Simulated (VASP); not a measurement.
Write the native input for VASP 6.6.1 that does the following.

- Task: density of states
- Functional: PBE
- Potentials or basis: VASP PAW PBE potentials, release 64 (Sn_d, O)
- Cutoff: 520 eV
- k mesh: 13 × 13 × 7
- Occupations: fermi-dirac, width 0.08 eV
- Spin: no spin polarisation
- Dipole correction: no
- k mesh for the DOS: 20 × 20 × 11
- Occupations for the DOS: tetrahedron
- Further INCAR settings: ALGO = Normal; EDIFF = 1e-07; NBANDS = 20

The system is SnO2 (CdI2 type).

```
Sn O
1.0
     3.22820    0.00000    0.00000
    -1.61410    2.79570    0.00000
     0.00000    0.00000    5.49235
Sn O
1 2
Direct
  0.00000 0.00000 0.00000
  0.33333 0.66667 0.18416
  0.66667 0.33333 0.81584
```

These files were run (other wordings do the same):

POSCAR

```
SnO2
1.0
    3.2281997375      0.0000000000      0.0000000000
   -1.6140998687      2.7957029812      0.0000000000
    0.0000000000      0.0000000000      5.4923491137
Sn O
1 2
Direct
    0.0000000000      0.0000000000      0.0000000000
    0.3333333333      0.6666666667      0.1841559794
    0.6666666667      0.3333333333      0.8158440206
```

INCAR.step1

```
SYSTEM = SnO2
  ALGO = Normal
  EDIFF = 1E-7
  ENCUT = 520
  GGA = PE
  ISIF = 2
  ISMEAR = -1
  LASPH = .TRUE.
  LCHARG = .TRUE.
  LREAL = .FALSE.
  LWAVE = .FALSE.
  NBANDS = 20
  NELM = 60
  PREC = Accurate
  SIGMA = 0.08
```

KPOINTS.step1

```
k-points
0
G
  13 13 7
  0 0 0
```

INCAR.step2

```
SYSTEM = SnO2
  ALGO = Normal
  EDIFF = 1E-7
  ENCUT = 520
  GGA = PE
  ICHARG = 11
  ISIF = 2
  ISMEAR = -5
  LASPH = .TRUE.
  LCHARG = .FALSE.
  LORBIT = 11
  LREAL = .FALSE.
  LWAVE = .FALSE.
  NBANDS = 20
  NEDOS = 1001
  NELM = 60
  PREC = Accurate
  SIGMA = 0.08
```

KPOINTS.step2

```
k-points
0
G
  20 20 11
  0 0 0
```

Potentials or basis: VASP PAW PBE potentials, release 64 (Sn_d, O).

Launch:

```console
$ cat potpaw_PBE.64/Sn_d/POTCAR potpaw_PBE.64/O/POTCAR > POTCAR
$ cp INCAR.step1 INCAR
$ cp KPOINTS.step1 KPOINTS
$ mpirun -np 1 vasp_std > vasp.out
$ cp INCAR.step2 INCAR
$ cp KPOINTS.step2 KPOINTS
$ mpirun -np 1 vasp_std > vasp.out
```

It gave:

```json
{"Valence electrons inside the program's atomic spheres": "Sn 12.25; O 5.00"}
```

Caveat: spin-orbit coupling is left out, which moves the levels of the heavy elements.

Wall time 98 s on 1 thread of Intel(R) Xeon(R) 6975P-C (Granite Rapids), with other jobs on the host, peak memory 0.46 GiB.
